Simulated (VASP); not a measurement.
Pb: single point with LDA

The system is Pb.

```
Pb
1.0
     3.46095    0.00000    0.00000
    -1.73048    2.99727    0.00000
     0.00000    0.00000   11.75428
Pb
3
Cartesian
  0.0000 0.0000 0.0000
  1.7305 0.9991 8.7681
  1.7305 0.9991 2.9862
```

* Program: VASP 6.6.1
* Task: single point
* Functional: LDA
* Potentials or basis: VASP PAW LDA potentials, release 64 (Pb_d)
* Cutoff: 520 eV
* k mesh: 8 × 8 × 2
* Occupations: methfessel-paxton, width 0.3 eV
* Spin: no spin polarisation

```yaml
Pressure: -3.3 GPa
Largest_force: 0.285 eV/Å
Band_gap_on_the_k_mesh: zero (band 21 reaches 7.17 eV, above the bottom of band 22 at 3.32 eV)
```

Forces on the atoms (eV/Å):
```
Pb   0.000  0.000  0.000
Pb   0.000  0.000  0.285
Pb   0.000  0.000 -0.285
```

Stress tensor (GPa, compression positive):
```
-3.45  0.00  0.00
 0.00 -3.45  0.00
 0.00  0.00 -2.87
```

Levels at points of the mesh, in eV from the Fermi level:
```
           k point  band 18  band 19  band 20  band 21  band 22  band 23  band 24  band 25
(0.00, 0.00, 0.00)    -9.19    -3.16    -1.11     2.89     4.22     6.25     6.25     6.96
(0.50, 0.00, 0.00)    -7.07    -3.42    -3.22    -2.34     0.52     2.06     2.43     2.76
(0.00, 0.00, 0.50)    -9.17    -3.31    -0.54     1.54     6.07     6.26     6.26     6.95
(0.50, 0.00, 0.50)    -7.06    -3.40    -3.24    -2.31     0.37     2.23     2.45     2.77
```

It took 73 s on 1 thread of Intel(R) Xeon(R) Platinum 8259CL CPU @ 2.50GHz (Skylake/Cascade Lake), with other jobs on the host, peak memory 0.22 GiB.

Caveat: spin-orbit coupling is left out, which moves the levels of the heavy elements.
